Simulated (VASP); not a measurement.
Wanted: the native input for a VASP 6.6.1 run.

| Item | Value |
| --- | --- |
| Task | single point |
| Functional | PBE |
| Dispersion | D3(BJ) |
| Potentials or basis | VASP PAW PBE potentials, release 64 (C) |
| Cutoff | 520 eV |
| k mesh | 30 × 30 × 18 |
| Occupations | gaussian, width 0.15 eV |
| Spin | no spin polarisation |
| Dipole correction | no |
| Further INCAR settings | ALGO = Normal; EDIFF = 1e-07; NBANDS = 11 |

The structure of C lies in POSCAR:

```
C
1.0
    2.4647381352      0.0000000000      0.0000000000
   -1.2323690676      2.1345258387      0.0000000000
    0.0000000000      0.0000000000      3.5674263381
C
2
Direct
    0.3333333333      0.6666666667      0.0000000000
    0.6666666667      0.3333333333      0.0000000000
```

These files were run (other wordings do the same):

INCAR

```
  ALGO = Normal
  EDIFF = 1E-7
  ENCUT = 520
  GGA = PE
  ISIF = 2
  ISMEAR = 0
  IVDW = 12
  LASPH = True
  LCHARG = False
  LREAL = False
  LWAVE = False
  NBANDS = 11
  NELM = 100
  PREC = Accurate
  SIGMA = 0.15
```

KPOINTS

```
k-points
0
Gamma
  30 30 18
```

Potentials or basis: VASP PAW PBE potentials, release 64 (C).

Run with:

```console
$ cat potpaw_PBE.64/C/POTCAR > POTCAR
$ mpirun -np 1 vasp_std > vasp.out
```

It gave:

| Property | Result |
| --- | --- |
| Pressure | 0.4 GPa |
| Band gap on the k mesh | zero (bands 4 and 5 overlap by 0.93 eV) |
| Dispersion energy per atom | -0.145 eV |

It took 4.3 min on 1 thread of Intel Xeon 8259CL (shared host), peak memory 0.26 GiB.
